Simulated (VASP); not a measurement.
## SiO2: relaxation of the atoms with PBE

Crystal: SiO2.

```
CELL_PARAMETERS angstrom
4.11039 0.00000 0.00000
0.00000 4.11039 0.00000
0.00000 0.00000 2.62849
ATOMIC_POSITIONS crystal
Si 0.00000 0.00000 0.00000
Si 0.50000 0.50000 0.50000
O 0.30526 0.30526 0.00000
O 0.19474 0.80526 0.50000
O 0.69474 0.69474 0.00000
O 0.80526 0.19474 0.50000
```

* Program: VASP 6.6.1
* Task: relaxation of the atoms
* Functional: PBE
* Potentials or basis: VASP PAW PBE potentials, release 64 (Si, O)
* Cutoff: 520 eV
* k mesh: 7 × 7 × 11
* Occupations: fermi-dirac, width 0.02 eV
* Spin: no spin polarisation
* Dipole correction: no
* Further INCAR settings: ALGO = Normal; EDIFF = 1e-06; IBRION = 2; EDIFFG = -0.02; NSW = 80

```json
{"Energy gained by relaxing": "0.8 meV/atom", "Ionic steps": "3", "Pressure after relaxing": "27.7 GPa", "Band gap on the k mesh": "6.39 eV"}
```

Stress tensor (GPa, compression positive):
```
25.92  0.00  0.00
 0.00 25.92  0.00
 0.00  0.00 31.33
```

Step by step:
```csv
step,energy change (eV),largest force (eV/Å),pressure (GPa)
1,0.0000,0.2967,28.51
2,-0.0013,0.2467,27.16
3,-0.0046,0.0009,27.73
```

Final structure:
```
CELL_PARAMETERS angstrom
4.11039 0.00000 0.00000
0.00000 4.11039 0.00000
0.00000 0.00000 2.62849
ATOMIC_POSITIONS crystal
Si 0.00000 0.00000 0.00000
Si 0.50000 0.50000 0.50000
O 0.30392 0.30392 0.00000
O 0.19608 0.80392 0.50000
O 0.69608 0.69608 0.00000
O 0.80392 0.19608 0.50000
```

Levels at points of the mesh, in eV from the valence-band top:
| k point | band 14 | band 15 | band 16 | band 17 | band 18 | band 19 |
| --- | --- | --- | --- | --- | --- | --- |
| (0.00, 0.00, 0.00) | -0.94 | -0.94 | 0.00 | 6.39 | 6.89 | 8.83 |

Run time: 120 s on 1 thread of Intel Xeon 8259CL, with other jobs on the host, peak memory 0.18 GiB.

A k mesh can miss the band edges.
